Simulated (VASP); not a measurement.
# AlN (P6_3mc) in VASP: a series of runs

The runs below take AlN through single point, with LDA.

Everything below comes from runs of VASP 6.6.1. Logs are shortened: lines on timing, memory, paths and dates and some standing lists are left out, and cuts for length are marked.

### 1 The cell of the first run

The structure is hexagonal, space group P6_3mc (No. 186). Conventional cell: a = 3.089 Å, b = 3.089 Å, c = 4.746 Å, α = 90.00°, β = 90.00°, γ = 120.00°. Within 2.5 Å of Al (site symmetry 3m) lie 4 N at 1.86 Å. Within 2.5 Å of N (site symmetry 3m) lie 4 Al at 1.86 Å.

### 2 Single point, LDA (engineering shear strain xz +0.0000, normal strain along z -0.0400)

The input, INCAR:

```
  ALGO = Normal
  EDIFF = 1E-6
  ENCUT = 520
  ISIF = 2
  ISMEAR = 0
  LASPH = T
  LCHARG = T
  LELF = T
  LREAL = F
  LVHAR = T
  LWAVE = F
  NBANDS = 16
  NELM = 100
  PREC = Accurate
  SIGMA = 0.05
```

The input, KPOINTS:

```
k-points
0
Gamma
  9 9 6
```

The input, POSCAR:

```
AlN
1.0
    3.0886152983      0.0000000000      0.0000000000
   -1.5443076491      2.6748193108      0.0000000000
    0.0000000000      0.0000000000      4.7458408954
Al N
2 2
Direct
    0.3333333333      0.6666666667     -0.0033481284
    0.6666666667      0.3333333333      0.4966518716
    0.3333333333      0.6666666667      0.3883481284
    0.6666666667      0.3333333333      0.8883481284
```

Potentials or basis: VASP PAW LDA potentials, release 64 (Al, N).

The run is started by

```bash
$ cat potpaw_LDA.64/Al/POTCAR potpaw_LDA.64/N/POTCAR > POTCAR
$ mpirun -np 1 vasp_std > vasp.out
```

OUTCAR:

```text
EDIFF = 1E-6
   ENCUT = 520
   ISIF = 2
   ISMEAR = 0
   LASPH = T
   LREAL = F
   NELM = 100
   PREC = Accurate

 ion  position               nearest neighbor table
   1  0.333  0.667  0.997-   4 1.86   4 1.86   4 1.86   3 1.86   2 2.97   2 2.97   2 2.97   2 2.97
                             2 2.97   2 2.97
   2  0.667  0.333  0.497-   3 1.86   3 1.86   3 1.86   4 1.86   1 2.97   1 2.97   1 2.97   1 2.97
                             1 2.97   1 2.97
   3  0.333  0.667  0.388-   2 1.86   2 1.86   2 1.86   1 1.86
   4  0.667  0.333  0.888-   1 1.86   1 1.86   1 1.86   2 1.86

  LATTYP: Found a hexagonal cell.
 ALAT       =     3.0886152983
 C/A-ratio  =     1.5365594084

  Lattice vectors:

 A1 = (   3.0886152983,   0.0000000000,   0.0000000000)
 A2 = (  -1.5443076491,   2.6748193108,   0.0000000000)
 A3 = (   0.0000000000,   0.0000000000,   4.7458408954)

Analysis of symmetry for initial positions (statically):
=====================================================================
 Subroutine PRICEL returns:
 Original cell was already a primitive cell.

 Routine SETGRP: Setting up the symmetry group for a
 hexagonal supercell.

 Subroutine GETGRP returns: Found 12 space group operations
 (whereof  6 operations were pure point group operations)
 out of a pool of 24 trial point group operations.

The static configuration has the point symmetry C_3v.
 The point group associated with its full space group is C_6v.

Analysis of symmetry for dynamics (positions and initial velocities):
=====================================================================
 Subroutine PRICEL returns:
 Original cell was already a primitive cell.

 Routine SETGRP: Setting up the symmetry group for a
 hexagonal supercell.

 Subroutine GETGRP returns: Found 12 space group operations
 (whereof  6 operations were pure point group operations)
 out of a pool of 24 trial point group operations.

The dynamic configuration has the point symmetry C_3v.
 The point group associated with its full space group is C_6v.

 Subroutine INISYM returns: Found 12 space group operations
 (whereof  6 operations are pure point group operations),
 and found     1 'primitive' translations

----------------------------------------------------------------------------------------

                                     Primitive cell

  volume of cell :      39.2077

  direct lattice vectors                    reciprocal lattice vectors
     3.088615298  0.000000000  0.000000000     0.323769684  0.186928514  0.000000000
    -1.544307649  2.674819311  0.000000000     0.000000000  0.373857029  0.000000000
     0.000000000  0.000000000  4.745840895     0.000000000  0.000000000  0.210710814

  length of vectors
     3.088615298  3.088615298  4.745840895     0.373857029  0.373857029  0.210710814

  position of ions in fractional coordinates (direct lattice)
     0.333333333  0.666666667  0.996651872
     0.666666667  0.333333333  0.496651872
     0.333333333  0.666666667  0.388348128
     0.666666667  0.333333333  0.888348128

  ion indices of the primitive-cell ions
   primitive index   ion index
                 1           1
                 2           2
                 3           3
                 4           4

----------------------------------------------------------------------------------------

 KPOINTS: k-points

Automatic generation of k-mesh.
 Grid dimensions read from file:
 generate k-points for:    9    9    6

 Generating k-lattice:

  Cartesian coordinates                     Fractional coordinates (reciprocal lattice)
     0.035974409  0.020769835  0.000000000     0.111111111  0.000000000  0.000000000
     0.000000000  0.041539670  0.000000000     0.000000000  0.111111111  0.000000000
     0.000000000  0.000000000  0.035118469     0.000000000  0.000000000  0.166666667

  Length of vectors
     0.041539670  0.041539670  0.035118469

  Shift w.r.t. Gamma in fractional coordinates (k-lattice)
     0.000000000  0.000000000  0.000000000

 Subroutine IBZKPT returns following result:
 ===========================================

 Found     48 irreducible k-points:

 Following reciprocal coordinates:
            Coordinates               Weight
  0.000000  0.000000  0.000000      1.000000
  0.111111 -0.000000  0.000000      6.000000
  0.222222 -0.000000  0.000000      6.000000
  0.333333 -0.000000  0.000000      6.000000
  0.444444 -0.000000  0.000000      6.000000
  0.111111  0.111111  0.000000      6.000000
[... 16 lines left out ...]
  0.333333  0.222222  0.166667     24.000000
  0.333333  0.333333  0.166667      4.000000
 [... further k-points ...]
   k-points           NKPTS =     48   k-points in BZ     NKDIM =     48   number of bands    NBANDS=     16
   number of dos      NEDOS =    301   number of ions     NIONS =      4
   total plane-waves  NPLWV =  20736
   dimension x,y,z NGX =    24 NGY =   24 NGZ =   36
   dimension x,y,z NGXF=    48 NGYF=   48 NGZF=   72
   ions per type =               2   2
   NGX,Y,Z   is equivalent  to a cutoff of  12.92, 12.92, 12.61 a.u.
   NGXF,Y,Z  is equivalent  to a cutoff of  25.84, 25.84, 25.22 a.u.
 SYSTEM =  unknown system
   PREC   = accura    normal or accurate (medium, high low for compatibility)
   ISTART =      0    job   : 0-new  1-cont  2-samecut
   ICHARG =      2    charge: 1-file 2-atom 10-const
   ISPIN  =      1    spin polarized calculation?
   LNONCOLLINEAR =      F non collinear calculations
   LSORBIT =      F    spin-orbit coupling
   LASPH  =      T    aspherical Exc in radial PAW
   ENCUT  =  520.0 eV  38.22 Ry    6.18 a.u.   5.74  5.74  8.82*2*pi/ulx,y,z
   NELM   =    100;   NELMIN=  2; NELMDL= -5     # of ELM steps
   EDIFF  = 0.1E-05   stopping-criterion for ELM
   LREAL  =      F    real-space projection
   EDIFFG = 0.1E-04   stopping-criterion for IOM
   NSW    =      0    number of steps for IOM
   IBRION =     -1    ionic relax: 0-MD 1-quasi-New 2-CG
   NFREE  =      0    steps in history (QN), initial steepest desc. (CG)
   ISIF   =      2    stress and relaxation
   ISYM   =      2    0-nonsym 1-usesym 2-fastsym
   POTIM  = 0.5000    time-step for ionic-motion
   TEBEG  =    0.0;   TEEND  =   0.0 temperature during run
   PSTRESS=    0.0 pullay stress
   NELECT =      16.0000    total number of electrons
   NUPDOWN=      -1.0000    fix difference up-down
   EMIN   =  10.00;   EMAX   =-10.00  energy-range for DOS
   EFERMI =   0.00;   METHOD = LEGACY
   ISMEAR =     0;   SIGMA  =   0.05  broadening in eV -4-tet -1-fermi 0-gaus
   EFERMI_NEDOS =   21; number of points for ismear=-14 and -15
   IALGO  =     38    algorithm
   IMIX   =      4    mixing-type and parameters
     AMIX     =   0.40;   BMIX     =  1.00
     AMIX_MAG =   1.60;   BMIX_MAG =  1.00
  volume/ion in A,a.u.               =       9.80        66.15
  Fermi-wavevector in a.u.,A,eV,Ry     =   1.214295  2.294686 20.061971  1.474513
  Thomas-Fermi vector in A             =   2.349720
   LORBIT       =      0    0 simple, 1 ext, 2 COOP (PROOUT), +10 PAW based schemes
   GGA     = CA    functional components
   LHFCALC =     F    Hartree Fock is set to
   AEXX    =    0.0000 exact exchange contribution
   IVDW    =     0    specifies the selected vdW correction
   LEPSILON=     F    determine dielectric tensor
   LRPA    =     F    only Hartree local field effects (RPA)
 non-spin polarized calculation
 Gauss-broadening in eV      SIGMA  =   0.05
  energy-cutoff  :      520.00
  volume of cell :       39.21
 maximum number of plane-waves:      1085
 NGX is ok and might be reduce to    24
   NGX = 11   NGY = 11   NGZ = 17

 number of electron      15.9999999 magnetization

 Free energy of the ion-electron system (eV)
  ---------------------------------------------------
  ext. energy  EPLUGINS =         0.00000000
  ---------------------------------------------------
  free energy    TOTEN  =       -32.75939450 eV

  energy without entropy =      -32.75939450  energy(sigma->0) =      -32.75939450

 E-fermi :   7.0665     XC(G=0): -11.5237

 val. band max:        6.8188667765   @ k =   0.0000   0.0000   0.0000
 cond. band min:      11.3341353443   @ k =   0.0000   0.0000   0.0000
 fundamental gap:      4.5152685678
 Fermi energy:         7.0664633492

 k-point     1 :       0.0000    0.0000    0.0000
  band No.  band energies     occupation
      1      -8.9071      2.00000
      2      -6.2827      2.00000
      3       0.3386      2.00000
      4       5.3919      2.00000
      5       5.3919      2.00000
      6       6.1914      2.00000
[... 8 lines left out ...]
     15      19.7845      0.00000
     16      20.8716      0.00000

 k-point     2 :       0.1111   -0.0000    0.0000
  band No.  band energies     occupation
      1      -8.7406      2.00000
      2      -6.1969      2.00000
      3       0.5278      2.00000
      4       4.6912      2.00000
      5       5.1821      2.00000
      6       5.5571      2.00000
[... 8 lines left out ...]
     15      19.7159      0.00000
     16      19.8307      0.00000

 k-point     3 :       0.2222   -0.0000    0.0000
  band No.  band energies     occupation
      1      -8.2653      2.00000
      2      -5.9878      2.00000
      3       1.0777      2.00000
      4       3.1911      2.00000
      5       4.3341      2.00000
      6       4.7562      2.00000
[... 8 lines left out ...]
     15      19.2925      0.00000
     16      19.3143      0.00000

 k-point     4 :       0.3333   -0.0000    0.0000
  band No.  band energies     occupation
      1      -7.5696      2.00000
      2      -5.8103      2.00000
      3       1.7500      2.00000
      4       1.9324      2.00000
      5       3.1611      2.00000
      6       4.3647      2.00000
[... 8 lines left out ...]
     15      19.3526      0.00000
     16      20.9725      0.00000
[... 324 lines left out ...]
 k-point    22 :       0.2222    0.2222    0.1667
  band No.  band energies     occupation
      1      -7.1111      2.00000
      2      -5.8660      2.00000
      3       1.6535      2.00000
      4       1.9217      2.00000
      5       3.3893      2.00000
      6       3.6560      2.00000
[... 8 lines left out ...]
     15      19.2832      0.00000
     16      21.8146      0.00000

 k-point    23 :       0.3333    0.2222    0.1667
  band No.  band energies     occupation
      1      -6.5196      2.00000
      2      -5.9057      2.00000
      3       1.2084      2.00000
      4       1.9960      2.00000
      5       2.7694      2.00000
      6       4.0043      2.00000
[... 8 lines left out ...]
     15      19.4648      0.00000
     16      21.8107      0.00000

 k-point    24 :       0.3333    0.3333    0.1667
  band No.  band energies     occupation
      1      -6.1130      2.00000
      2      -6.1130      2.00000
      3       1.4106      2.00000
      4       2.1530      2.00000
      5       2.1530      2.00000
      6       3.7533      2.00000
[... 8 lines left out ...]
     15      19.5857      0.00000
     16      21.9975      0.00000

 [... further k-points ...]
[... 5 lines left out ...]
  --------------------------------------------------------------------------------------
  -------------------------------------------------------------------------------------
  Total        1.5441452      1.5441452      3.6718340      0.0000000      0.0000000     -0.0000000
  in kB       63.0996961     63.0996961    150.0452257      0.0000000      0.0000000     -0.0000000
  external PRESSURE =      92.0815393 kB  Pullay stress =       0.0000000 kB

 VOLUME and BASIS-vectors are now :
 -----------------------------------------------------------------------------
  energy-cutoff  :      520.00
  volume of cell :       39.21
      direct lattice vectors                 reciprocal lattice vectors
     3.088615298  0.000000000  0.000000000     0.323769684  0.186928514  0.000000000
    -1.544307649  2.674819311  0.000000000     0.000000000  0.373857029  0.000000000
     0.000000000  0.000000000  4.745840895     0.000000000  0.000000000  0.210710814

 POSITION                                       TOTAL-FORCE (eV/Angst)
 -----------------------------------------------------------------------------------
     -0.00000      1.78321      4.72995        -0.000000     -0.000000     -0.007079
      1.54431      0.89161      2.35703        -0.000000     -0.000000     -0.007079
     -0.00000      1.78321      1.84304         0.000000     -0.000000      0.007079
      1.54431      0.89161      4.21596        -0.000000      0.000000      0.007079
 -----------------------------------------------------------------------------------
    total drift:                               -0.000000     -0.000000     -0.000793

  FREE ENERGIE OF THE ION-ELECTRON SYSTEM (eV)
  ---------------------------------------------------
  free  energy   TOTEN  =       -32.7593945037 eV

  energy  without entropy=      -32.7593945037  energy(sigma->0) =      -32.75939450
```

It took 14 s on 1 thread of Intel Xeon Platinum 8259CL at 2.50GHz (Skylake/Cascade Lake), shared host; peak memory 0.14 GiB.

Results:

```
Free energy            : -32.7594 eV
Pressure               : 9.2 GPa
Largest force          : 0.007 eV/Å
Band gap on the k mesh : 4.52 eV, direct
```

Forces on the atoms (eV/Å):
```
Al   0.000  0.000 -0.007
Al   0.000  0.000 -0.007
N    0.000  0.000  0.007
N    0.000  0.000  0.007
```

Caveat: the cell differs from its parent crystal (engineering shear strain xz +0.0000, normal strain along z -0.0400). A k mesh can miss the band edges.

### 3 Single point, LDA (engineering shear strain xz +0.0000, normal strain along z -0.0267)

The input, INCAR:

```
ALGO = Normal
EDIFF = 1E-6
ENCUT = 520
GGA = CA
ISIF = 2
ISMEAR = 0
LASPH = T
LCHARG = T
LELF = T
LREAL = F
LVHAR = T
LWAVE = F
NBANDS = 16
NELM = 80
PREC = Accurate
SIGMA = 0.05
```

KPOINTS is that of step 2.

The input, POSCAR:

```
AlN
1.0
    3.0886152983      0.0000000000      0.0000000000
   -1.5443076491      2.6748193108      0.0000000000
    0.0000000000      0.0000000000      4.8115905661
Al N
2 2
Direct
    0.3333333333      0.6666666667     -0.0015234986
    0.6666666667      0.3333333333      0.4984765014
    0.3333333333      0.6666666667      0.3865234986
    0.6666666667      0.3333333333      0.8865234986
```

Potentials or basis: VASP PAW LDA potentials, release 64 (Al, N).

The run is started by

```bash
$ cat potpaw_LDA.64/Al/POTCAR potpaw_LDA.64/N/POTCAR > POTCAR
$ mpirun -np 1 vasp_std > vasp.out
```

OUTCAR:

```text
EDIFF = 1E-6
   ENCUT = 520
   GGA = CA
   ISIF = 2
   ISMEAR = 0
   LASPH = T
   LREAL = F
   NELM = 80
   PREC = Accurate

 ion  position               nearest neighbor table
   1  0.333  0.667  0.998-   4 1.86   4 1.86   4 1.86   3 1.87   2 2.99   2 2.99   2 2.99   2 2.99
                             2 2.99   2 2.99
   2  0.667  0.333  0.498-   3 1.86   3 1.86   3 1.86   4 1.87   1 2.99   1 2.99   1 2.99   1 2.99
                             1 2.99   1 2.99
   3  0.333  0.667  0.387-   2 1.86   2 1.86   2 1.86   1 1.87
   4  0.667  0.333  0.887-   1 1.86   1 1.86   1 1.86   2 1.87

  LATTYP: Found a hexagonal cell.
 ALAT       =     3.0886152983
 C/A-ratio  =     1.5578471585

  Lattice vectors:

 A1 = (   3.0886152983,   0.0000000000,   0.0000000000)
 A2 = (  -1.5443076491,   2.6748193108,   0.0000000000)
 A3 = (   0.0000000000,   0.0000000000,   4.8115905661)

Analysis of symmetry for initial positions (statically):
=====================================================================
 Subroutine PRICEL returns:
 Original cell was already a primitive cell.
[... 173 lines left out ...]
  free energy    TOTEN  =       -32.80274476 eV

  energy without entropy =      -32.80274476  energy(sigma->0) =      -32.80274476

 E-fermi :   6.8660     XC(G=0): -11.4623

 val. band max:        6.5744926877   @ k =   0.0000   0.0000   0.0000
 cond. band min:      11.0685961546   @ k =   0.0000   0.0000   0.0000
 fundamental gap:      4.4941034669
 Fermi energy:         6.8659568718

 k-point     1 :       0.0000    0.0000    0.0000
  band No.  band energies     occupation
      1      -8.9592      2.00000
      2      -6.4509      2.00000
      3       0.2101      2.00000
      4       5.3353      2.00000
      5       5.3353      2.00000
      6       6.0854      2.00000
[... 433 lines left out ...]
      3       1.3559      2.00000
      4       2.0482      2.00000
      5       2.0482      2.00000
      6       3.6046      2.00000
[... 8 lines left out ...]
     15      19.4361      0.00000
     16      21.7644      0.00000

 [... further k-points ...]
[... 5 lines left out ...]
  --------------------------------------------------------------------------------------
  -------------------------------------------------------------------------------------
  Total        1.0332960      1.0332960      2.5787438      0.0000000     -0.0000000      0.0000000
  in kB       41.6474478     41.6474478    103.9373991      0.0000000     -0.0000000      0.0000000
  external PRESSURE =      62.4107649 kB  Pullay stress =       0.0000000 kB

 VOLUME and BASIS-vectors are now :
 -----------------------------------------------------------------------------
  energy-cutoff  :      520.00
  volume of cell :       39.75
      direct lattice vectors                 reciprocal lattice vectors
     3.088615298  0.000000000  0.000000000     0.323769684  0.186928514  0.000000000
    -1.544307649  2.674819311  0.000000000     0.000000000  0.373857029  0.000000000
     0.000000000  0.000000000  4.811590566     0.000000000  0.000000000  0.207831482

 POSITION                                       TOTAL-FORCE (eV/Angst)
 -----------------------------------------------------------------------------------
     -0.00000      1.78321      4.80426         0.000000      0.000000     -0.004878
      1.54431      0.89161      2.39846         0.000000      0.000000     -0.004878
     -0.00000      1.78321      1.85979         0.000000     -0.000000      0.004878
      1.54431      0.89161      4.26559        -0.000000      0.000000      0.004878
 -----------------------------------------------------------------------------------
    total drift:                               -0.000000     -0.000000     -0.000162

  FREE ENERGIE OF THE ION-ELECTRON SYSTEM (eV)
  ---------------------------------------------------
  free  energy   TOTEN  =       -32.8027447587 eV

  energy  without entropy=      -32.8027447587  energy(sigma->0) =      -32.80274476
```

OSZICAR:

```text
N       E                     dE             d eps       ncg     rms          rms(c)
DAV:   1     0.355318584637E+02    0.35532E+02   -0.74233E+03  1544   0.899E+02
DAV:   2    -0.351655799862E+02   -0.70697E+02   -0.65881E+02  2160   0.179E+02
DAV:   3    -0.380506172145E+02   -0.28850E+01   -0.28793E+01  1936   0.369E+01
DAV:   4    -0.380647067186E+02   -0.14090E-01   -0.14089E-01  1888   0.310E+00
DAV:   5    -0.380648456101E+02   -0.13889E-03   -0.13889E-03  1928   0.298E-01    0.126E+01
DAV:   6    -0.329255234664E+02    0.51393E+01   -0.11376E+01  1600   0.243E+01    0.445E+00
DAV:   7    -0.328639673991E+02    0.61556E-01   -0.53538E-01  1888   0.484E+00    0.288E+00
DAV:   8    -0.328055054769E+02    0.58462E-01   -0.66739E-02  1632   0.217E+00    0.333E-01
DAV:   9    -0.328026495120E+02    0.28560E-02   -0.53192E-03  1920   0.530E-01    0.214E-01
DAV:  10    -0.328027919220E+02   -0.14241E-03   -0.56919E-04  1680   0.152E-01    0.105E-01
DAV:  11    -0.328027449486E+02    0.46973E-04   -0.86515E-05  1768   0.692E-02    0.178E-02
DAV:  12    -0.328027447587E+02    0.18995E-06   -0.14027E-06  1656   0.905E-03
   1 F= -.32802745E+02 E0= -.32802745E+02  d E =-.101436E-18
```

stdout:

```text
POSCAR found type information on POSCAR AlN
 POSCAR found :  2 types and       4 ions
 scaLAPACK will be used
 LDA part: xc-table for (Slater(with rela. corr.)+CA(PZ))
 , standard interpolation
 POSCAR, INCAR and KPOINTS ok, starting setup
 FFT: planning ... GRIDC
 FFT: planning ... GRID_SOFT
 FFT: planning ... GRID
 WAVECAR not read
 entering main loop
```

It took 16 s on 1 thread of Intel Xeon Platinum 8259CL at 2.50GHz (Skylake/Cascade Lake), shared host; peak memory 0.14 GiB.

Results:

```yaml
Free_energy: -32.8027 eV
Pressure: 6.2 GPa
Largest_force: 0.005 eV/Å
Band_gap_on_the_k_mesh: 4.49 eV, direct
```

Forces in eV/Å, atoms in the order of the input:
```
Al   0.000  0.000 -0.005
Al   0.000  0.000 -0.005
N    0.000  0.000  0.005
N    0.000  0.000  0.005
```

Caveat: the cell differs from its parent crystal (engineering shear strain xz +0.0000, normal strain along z -0.0267).

(Continued in part 2 of 3.)
